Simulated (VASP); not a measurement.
A run of VASP 6.6.1 is set up as follows.

Contents of INCAR:

```
  PREC = Accurate
  ENCUT = 520
  EDIFF = 1E-6
  ISMEAR = 0
  SIGMA = 0.1
  LREAL = False
  LASPH = True
  NELM = 80
  ALGO = Fast
  ISIF = 2
  LWAVE = False
  LCHARG = False
  GGA = PS
  NBANDS = 24
```

KPOINTS

```
Automatic mesh
0
Gamma
  15 15 6
```

POSCAR

```
Y
1.0
    3.5191083899      0.0000000000      0.0000000000
   -1.7595541949      3.0476372643      0.0000000000
    0.0000000000      0.0000000000      8.6122795193
Y
3
Direct
    0.0000000000      0.0000000000      0.0000000000
    0.3333333333      0.6666666667      0.3333333333
    0.6666666667      0.3333333333      0.6666666667
```

Potentials or basis: VASP PAW PBE potentials, release 64 (Y_sv).

The run is started by

```console
$ cat potpaw_PBE.64/Y_sv/POTCAR > POTCAR
$ mpirun -np 1 vasp_std > vasp.out
```

Q: Predict the band gap on the k mesh.

A: Zero (an odd number of electrons rules out a gap without spin polarisation).

Q: Estimate the pressure.

A: -0.1 GPa.

Caveat: the PAW data sets were made with another functional, which shifts forces and pressure a little.
